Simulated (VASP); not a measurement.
# H4C in VASP: further runs

H4C is run at these levels: PBE+D3(BJ); tasks: single point.

All numbers are computed with VASP 6.6.1; they aren't measurements. Logs are shortened: lines on timing, memory, paths and dates and some standing lists are left out, and cuts for length are marked.

## (1) The cell of the first run

The cell holds an amorphous packing of atoms, 30 atoms: a = 7.230 Å, b = 7.230 Å, c = 7.230 Å, α = 90.00°, β = 90.00°, γ = 90.00°.

## (2) Single point, PBE+D3(BJ)

INCAR

```
PREC = Accurate
ENCUT = 520
EDIFF = 1E-6
ISMEAR = -1
SIGMA = 0.05
LREAL = False
LASPH = True
NELM = 120
ALGO = Normal
ISIF = 2
LWAVE = False
LCHARG = False
GGA = PE
IVDW = 12
NBANDS = 45
GGA_COMPAT = False
```

KPOINTS

```
Automatic mesh
0
Gamma
  1 1 1
```

POSCAR

```
H4C
1.0
    7.2304270000      0.0000000000      0.0000000000
    0.0000000000      7.2304270000      0.0000000000
    0.0000000000      0.0000000000      7.2304270000
C H
6 24
Direct
    0.5340737474      0.1360947909      0.5909235862
    0.8151117344      0.8812201389      0.2233731234
    0.4366505248      0.7290507390      0.7857434615
    1.0518360339      0.1807273531     -0.0611962470
    0.3504742881      0.5916120252      0.2761974491
    0.7926033948      0.4125026882      0.2597814203
    0.4122044121      0.1232916577      0.5008903172
    0.4905917544      0.1267366958      0.7354945320
    0.6022094099      0.2688286131      0.5664923610
    0.6309271491      0.0229604535      0.5602651108
    0.8974725176      0.9743489661      0.3091389233
    0.7268381725      0.7960001450      0.3113328962
    0.9075871069      0.7922176844      0.1433934573
    0.7289919724      0.9621329124      0.1284784029
    0.5105455433      0.8093847686      0.8925551835
    0.3539385576      0.6198773028      0.8520365238
    0.5377923945      0.6665590580      0.6902344279
    0.3458625330      0.8218274049      0.7084036008
    1.0034270438      0.3198347204     -0.0954565506
    0.9912703041      0.0800971598     -0.1576441700
    1.0078884446      0.1467840589      0.0793917752
    1.2031687655      0.1750040947     -0.0688769070
    0.3938695839      0.4912499878      0.3826940572
    0.4212828875      0.5585348956      0.1458771463
    0.3891303271      0.7324186011      0.3191028947
    0.2000813263      0.5847935085      0.2568474985
    0.7514511848      0.4893472910      0.3842697899
    0.7297754710      0.2750837998      0.2628086527
    0.9440374007      0.3998819511      0.2546903999
    0.7442893141      0.4881955338      0.1367659828
```

Potentials or basis: VASP PAW PBE potentials, release 64 (C, H).

Command:

```bash
> cat potpaw_PBE.64/C/POTCAR potpaw_PBE.64/H/POTCAR > POTCAR
> mpirun -np 1 vasp_gam > vasp.out
```

OUTCAR:

```text
PREC = Accurate
   ENCUT = 520
   EDIFF = 1E-6
   ISMEAR = -1
   LREAL = False
   LASPH = True
   NELM = 120
   ISIF = 2
   GGA = PE
   IVDW = 12
 IVDW          = 12

 ion  position               nearest neighbor table
   1  0.534  0.136  0.591-   9 1.09   8 1.09  10 1.10   7 1.10
   2  0.815  0.881  0.223-  12 1.09  11 1.09  13 1.09  14 1.10
   3  0.437  0.729  0.786-  18 1.09  16 1.10  17 1.10  15 1.10
   4  0.052  0.181  0.939-  21 1.09  19 1.09  22 1.10  20 1.10
   5  0.350  0.592  0.276-  26 1.10  24 1.10  25 1.10  23 1.10
   6  0.793  0.413  0.260-  28 1.09  27 1.10  29 1.10  30 1.10
   7  0.412  0.123  0.501-   1 1.10
   8  0.491  0.127  0.735-   1 1.09
   9  0.602  0.269  0.566-   1 1.09
  10  0.631  0.023  0.560-   1 1.10
  11  0.897  0.974  0.309-   2 1.09
  12  0.727  0.796  0.311-   2 1.09
[... 16 lines left out ...]
  29  0.944  0.400  0.255-   6 1.10
  30  0.744  0.488  0.137-   6 1.10

  LATTYP: Found a simple cubic cell.
 ALAT       =     7.2304270000

  Lattice vectors:

 A1 = (   7.2304270000,   0.0000000000,   0.0000000000)
 A2 = (   0.0000000000,   7.2304270000,   0.0000000000)
 A3 = (   0.0000000000,   0.0000000000,   7.2304270000)

Analysis of symmetry for initial positions (statically):
=====================================================================
 Subroutine PRICEL returns:
 Original cell was already a primitive cell.

 Routine SETGRP: Setting up the symmetry group for a
 simple cubic supercell.

 Subroutine GETGRP returns: Found  1 space group operations
 (whereof  1 operations were pure point group operations)
 out of a pool of 48 trial point group operations.

The static configuration has the point symmetry C_1 .

Analysis of symmetry for dynamics (positions and initial velocities):
=====================================================================
 Subroutine PRICEL returns:
 Original cell was already a primitive cell.

 Routine SETGRP: Setting up the symmetry group for a
 simple cubic supercell.

 Subroutine GETGRP returns: Found  1 space group operations
 (whereof  1 operations were pure point group operations)
 out of a pool of 48 trial point group operations.

The dynamic configuration has the point symmetry C_1 .

 Subroutine INISYM returns: Found  1 space group operations
 (whereof  1 operations are pure point group operations),
 and found     1 'primitive' translations

----------------------------------------------------------------------------------------

                                     Primitive cell

  volume of cell :     378.0000

  direct lattice vectors                    reciprocal lattice vectors
     7.230427000  0.000000000  0.000000000     0.138304418  0.000000000  0.000000000
     0.000000000  7.230427000  0.000000000     0.000000000  0.138304418  0.000000000
     0.000000000  0.000000000  7.230427000     0.000000000  0.000000000  0.138304418

  length of vectors
     7.230427000  7.230427000  7.230427000     0.138304418  0.138304418  0.138304418

  position of ions in fractional coordinates (direct lattice)
     0.534073747  0.136094791  0.590923586
     0.815111734  0.881220139  0.223373123
     0.436650525  0.729050739  0.785743461
     0.051836034  0.180727353  0.938803753
     0.350474288  0.591612025  0.276197449
     0.792603395  0.412502688  0.259781420
[... 22 lines left out ...]
     0.944037401  0.399881951  0.254690400
     0.744289314  0.488195534  0.136765983

  ion indices of the primitive-cell ions
   primitive index   ion index
                 1           1
                 2           2
                 3           3
                 4           4
                 5           5
                 6           6
[... 22 lines left out ...]
                29          29
                30          30

----------------------------------------------------------------------------------------

 KPOINTS: Automatic mesh

Automatic generation of k-mesh.
 Grid dimensions read from file:
 generate k-points for:    1    1    1

 Generating k-lattice:

  Cartesian coordinates                     Fractional coordinates (reciprocal lattice)
     0.138304418  0.000000000  0.000000000     1.000000000  0.000000000  0.000000000
     0.000000000  0.138304418  0.000000000     0.000000000  1.000000000  0.000000000
     0.000000000  0.000000000  0.138304418     0.000000000  0.000000000  1.000000000

  Length of vectors
     0.138304418  0.138304418  0.138304418

  Shift w.r.t. Gamma in fractional coordinates (k-lattice)
     0.000000000  0.000000000  0.000000000

 Subroutine IBZKPT returns following result:
 ===========================================

 Found      1 irreducible k-points:

 Following reciprocal coordinates:
            Coordinates               Weight
  0.000000  0.000000  0.000000      1.000000
   k-points           NKPTS =      1   k-points in BZ     NKDIM =      1   number of bands    NBANDS=     45
   number of dos      NEDOS =    301   number of ions     NIONS =     30
   total plane-waves  NPLWV = 157464
   dimension x,y,z NGX =    54 NGY =   54 NGZ =   54
   dimension x,y,z NGXF=   108 NGYF=  108 NGZF=  108
   ions per type =               6  24
   NGX,Y,Z   is equivalent  to a cutoff of  12.42, 12.42, 12.42 a.u.
   NGXF,Y,Z  is equivalent  to a cutoff of  24.83, 24.83, 24.83 a.u.
 SYSTEM =  unknown system
   PREC   = accura    normal or accurate (medium, high low for compatibility)
   ISTART =      0    job   : 0-new  1-cont  2-samecut
   ICHARG =      2    charge: 1-file 2-atom 10-const
   ISPIN  =      1    spin polarized calculation?
   LNONCOLLINEAR =      F non collinear calculations
   LSORBIT =      F    spin-orbit coupling
   LASPH  =      T    aspherical Exc in radial PAW
   ENCUT  =  520.0 eV  38.22 Ry    6.18 a.u.  13.44 13.44 13.44*2*pi/ulx,y,z
   NELM   =    120;   NELMIN=  2; NELMDL= -5     # of ELM steps
   EDIFF  = 0.1E-05   stopping-criterion for ELM
   LREAL  =      F    real-space projection
   EDIFFG = 0.1E-04   stopping-criterion for IOM
   NSW    =      0    number of steps for IOM
   IBRION =     -1    ionic relax: 0-MD 1-quasi-New 2-CG
   NFREE  =      0    steps in history (QN), initial steepest desc. (CG)
   ISIF   =      2    stress and relaxation
   ISYM   =      2    0-nonsym 1-usesym 2-fastsym
   POTIM  = 0.5000    time-step for ionic-motion
   TEBEG  =    0.0;   TEEND  =   0.0 temperature during run
   PSTRESS=    0.0 pullay stress
   NELECT =      48.0000    total number of electrons
   NUPDOWN=      -1.0000    fix difference up-down
   EMIN   =  10.00;   EMAX   =-10.00  energy-range for DOS
   EFERMI =   0.00;   METHOD = LEGACY
   ISMEAR =    -1;   SIGMA  =   0.05  broadening in eV -4-tet -1-fermi 0-gaus
   EFERMI_NEDOS =   21; number of points for ismear=-14 and -15
   IALGO  =     38    algorithm
   IMIX   =      4    mixing-type and parameters
     AMIX     =   0.40;   BMIX     =  1.00
     AMIX_MAG =   1.60;   BMIX_MAG =  1.00
  volume/ion in A,a.u.               =      12.60        85.03
  Fermi-wavevector in a.u.,A,eV,Ry     =   0.822857  1.554975  9.212429  0.677094
  Thomas-Fermi vector in A             =   1.934266
   LORBIT       =      0    0 simple, 1 ext, 2 COOP (PROOUT), +10 PAW based schemes
   GGA     = PE    functional components
   LHFCALC =     F    Hartree Fock is set to
   AEXX    =    0.0000 exact exchange contribution
   IVDW    =    12    specifies the selected vdW correction
   LEPSILON=     F    determine dielectric tensor
   LRPA    =     F    only Hartree local field effects (RPA)
 non-spin polarized calculation
  energy-cutoff  :      520.00
  volume of cell :      378.00
 maximum number of plane-waves:      5066
 NGX is ok and might be reduce to    54
   NGX = 27   NGY = 27   NGZ = 27

 number of electron      48.0000000 magnetization

 Free energy of the ion-electron system (eV)
  ---------------------------------------------------
  ext. energy  EPLUGINS =         0.00000000
  ---------------------------------------------------
  free energy    TOTEN  =      -143.88420998 eV

  energy without entropy =     -143.88420998  energy(sigma->0) =     -143.88420998

 E-fermi :  -5.3836     XC(G=0):  -5.4800

 val. band max:       -6.6066533383   @ k =   0.0000   0.0000   0.0000
 cond. band min:       0.4935071209   @ k =   0.0000   0.0000   0.0000
 fundamental gap:      7.1001604592
 Fermi energy:        -5.3836157737

 k-point     1 :       0.0000    0.0000    0.0000
  band No.  band energies     occupation
      1     -15.3383      2.00000
      2     -15.0402      2.00000
      3     -14.8742      2.00000
      4     -14.8159      2.00000
      5     -14.8073      2.00000
      6     -14.6562      2.00000
[... 28 lines left out ...]
     35       4.2906      0.00000
     36       4.4601      0.00000
 [bands above 36 left out]

------------------------ aborting loop because EDIFF is reached ----------------------------------------

 Edisp (eV)   -0.80398

 E8    (eV) :    -0.1694

  FORCE on cell =-STRESS in cart. coord.  units (eV):
  Direction    XX          YY          ZZ          XY          YZ          ZX
  --------------------------------------------------------------------------------------
  -------------------------------------------------------------------------------------
  Total      -0.59899     1.03976    -0.34060     0.32478    -0.48956    -0.67856
  in kB      -2.53887     4.40710    -1.44364     1.37659    -2.07505    -2.87611
  external pressure =        0.14 kB  Pullay stress =        0.00 kB

 VOLUME and BASIS-vectors are now :
 -----------------------------------------------------------------------------
  energy-cutoff  :      520.00
  volume of cell :      378.00
      direct lattice vectors                 reciprocal lattice vectors
     7.230427000  0.000000000  0.000000000     0.138304418  0.000000000  0.000000000
     0.000000000  7.230427000  0.000000000     0.000000000  0.138304418  0.000000000
     0.000000000  0.000000000  7.230427000     0.000000000  0.000000000  0.138304418

 POSITION                                       TOTAL-FORCE (eV/Angst)
 -----------------------------------------------------------------------------------
      3.86158      0.98402      4.27263         0.049077     -0.075219     -0.086140
      5.89361      6.37160      1.61508        -0.032883     -0.005180     -0.066986
      3.15717      5.27135      5.68126         0.177381     -0.067132      0.140198
      0.37480      1.30674      6.78795         0.035163     -0.119875     -0.051503
      2.53408      4.27761      1.99703         0.034261     -0.113093      0.039774
      5.73086      2.98257      1.87833         0.061861      0.064317     -0.049577
[... 22 lines left out ...]
      6.82579      2.89132      1.84152        -0.234625     -0.016895      0.063462
      5.38153      3.52986      0.98888         0.089040     -0.152827      0.183035
 -----------------------------------------------------------------------------------
    total drift:                                0.000155     -0.000164     -0.000122

  FREE ENERGIE OF THE ION-ELECTRON SYSTEM (eV)
  ---------------------------------------------------
  free  energy   TOTEN  =      -144.6881940912 eV

  energy  without entropy=     -144.6881940911  energy(sigma->0) =     -144.68819409
```

It took 47 s on 1 thread of AMD EPYC 7R43 (Zen 3), shared host; peak memory 0.32 GiB.

Results:

```
Free energy                : -144.6882 eV
Pressure                   : 0.0 GPa
Largest force              : 0.301 eV/Å
Band gap on the k mesh     : 7.10 eV
Dispersion energy per atom : -0.027 eV
```

Forces in eV/Å, atoms in the order of the input:
```
C    0.049 -0.075 -0.086
C   -0.033 -0.005 -0.067
C    0.177 -0.067  0.140
C    0.035 -0.120 -0.052
C    0.034 -0.113  0.040
C    0.062  0.064 -0.050
H    0.072  0.034  0.044
H   -0.019  0.022  0.054
H   -0.010  0.001  0.002
H   -0.082  0.127  0.041
H    0.039  0.049  0.050
H   -0.024 -0.007  0.021
H    0.010  0.005 -0.014
H    0.031 -0.007  0.030
H   -0.143 -0.184 -0.173
H    0.097  0.095 -0.102
H   -0.127  0.086  0.145
H   -0.044 -0.014 -0.013
H    0.018  0.059 -0.067
H    0.068  0.063  0.022
H    0.047 -0.005 -0.063
H   -0.007  0.014 -0.062
H   -0.141  0.217 -0.153
H   -0.151  0.018  0.178
H   -0.040 -0.128 -0.001
H    0.140  0.028  0.014
H    0.065 -0.076 -0.121
H    0.022  0.089 -0.005
H   -0.235 -0.017  0.063
H    0.089 -0.153  0.183
```

Caveat: the k points lie up to 0.87 Å⁻¹ apart.

## (3) Single point, PBE+D3(BJ)

INCAR

```
SYSTEM = H4C
  ALGO = Normal
  EDIFF = 1E-6
  ENCUT = 520
  GGA = PE
  GGA_COMPAT = .FALSE.
  ISIF = 2
  ISMEAR = -1
  IVDW = 12
  LASPH = .TRUE.
  LCHARG = .FALSE.
  LREAL = .FALSE.
  LWAVE = .FALSE.
  NBANDS = 45
  NELM = 120
  PREC = Accurate
  SIGMA = 0.05
```

KPOINTS

```
k-points
0
G
  1 1 1
  0 0 0
```

POSCAR

```
H4C
1.0
    7.2304270000      0.0000000000      0.0000000000
    0.0000000000      7.2304270000      0.0000000000
    0.0000000000      0.0000000000      7.2304270000
C H
6 24
Direct
    0.5394840443      0.1606267514      0.6247763790
    0.8112107349      0.9128921432      0.1828661018
    0.4830143503      0.6624366721      0.8500604459
    1.0687473921      0.1852587683     -0.1032857396
    0.3247940958      0.6037264466      0.2916286963
    0.7895799238      0.3951495534      0.2360994724
    0.4830696721      0.1897674923      0.4941893473
    0.4388537496      0.0996621638      0.7228757029
    0.6185941715      0.2789046899      0.6726573686
    0.6185250193      0.0384624587      0.5890246869
    0.9279673248      0.9756823491      0.2455733251
    0.7153242817      0.8551638790      0.2896232823
    0.8748722586      0.8201452003      0.0830656336
    0.7168871216      1.0088200877      0.1144883974
    0.5775315898      0.6315947869      0.9678543190
    0.3675025002      0.5682790242      0.8711657002
    0.5369945648      0.6315118042      0.7093357004
    0.4232530112      0.8065222151      0.8499774633
    1.0630354196      0.3257483963     -0.1082093768
    0.9692097023      0.1227728321     -0.2080789973
    1.0264124097      0.1359947345      0.0346314263
    1.2169958980      0.1393970232     -0.1331594939
    0.2207200211      0.5345880679      0.3763263221
    0.4350503781      0.5127221394      0.2599708150
    0.3865608490      0.7194457533      0.3574201081
    0.2677988451      0.6486062303      0.1587873026
    0.7635095410      0.3979709635      0.3849703482
    0.7695811050      0.2544109774      0.1690218296
    0.9287694904      0.4402644546      0.2601091194
    0.7251438954      0.5064154579      0.1542094264
```

Potentials or basis: VASP PAW PBE potentials, release 64 (C, H).

Command:

```bash
> cat potpaw_PBE.64/C/POTCAR potpaw_PBE.64/H/POTCAR > POTCAR
> mpirun -np 1 vasp_gam > vasp.out
```

Wall time 41 s (1 thread of AMD EPYC 7R43 (Zen 3), shared host); peak memory 0.32 GiB.

The run converged. Its results:

```yaml
Free_energy: -143.5597 eV
Pressure: 0.8 GPa
Largest_force: 3.997 eV/Å
Band_gap_on_the_k_mesh: 6.55 eV
Dispersion_energy_per_atom: -0.027 eV
```

Forces on the atoms (eV/Å):
```
C    0.054 -1.352  0.819
C   -1.457 -0.521  0.166
C   -0.406  0.335 -0.231
C    0.513 -3.921 -0.580
C   -0.941 -0.093 -0.673
C   -0.126 -0.447 -0.150
H   -1.282  0.755 -1.254
H    0.029  0.842 -0.205
H    0.195 -0.103  0.346
H    1.129 -0.162  0.216
H    0.590  0.973  0.808
H    0.889 -0.499 -0.411
H   -0.546 -0.626 -0.095
H    0.444  0.263 -0.416
H   -0.078  0.546 -0.824
H   -0.385 -0.205 -0.060
H    0.251  0.158  0.657
H    0.638 -0.812  0.245
H   -0.182  3.128 -0.128
H    0.864  0.461  0.688
H    0.253  0.160 -0.339
H   -1.362  0.287  0.238
H   -0.022  0.134  0.112
H    0.820 -1.037 -0.166
H    0.218  1.036  0.788
H   -0.291  0.032  0.141
H   -1.471 -0.232  0.013
H    0.446  1.530  0.846
H    1.406 -0.269 -1.078
H   -0.188 -0.360  0.527
```

Stress tensor (GPa, compression positive):
```
 0.87 -0.15 -0.24
-0.15  1.93 -0.05
-0.24 -0.05 -0.28
```

Levels at points of the mesh, in eV from the valence-band top:
| k point | band 21 | band 22 | band 23 | band 24 | band 25 | band 26 | band 27 | band 28 |
| --- | --- | --- | --- | --- | --- | --- | --- | --- |
| (0.00, 0.00, 0.00) | -0.79 | -0.50 | -0.21 | 0.00 | 6.55 | 8.43 | 8.75 | 9.10 |

Caveat: the k points lie up to 0.87 Å⁻¹ apart.
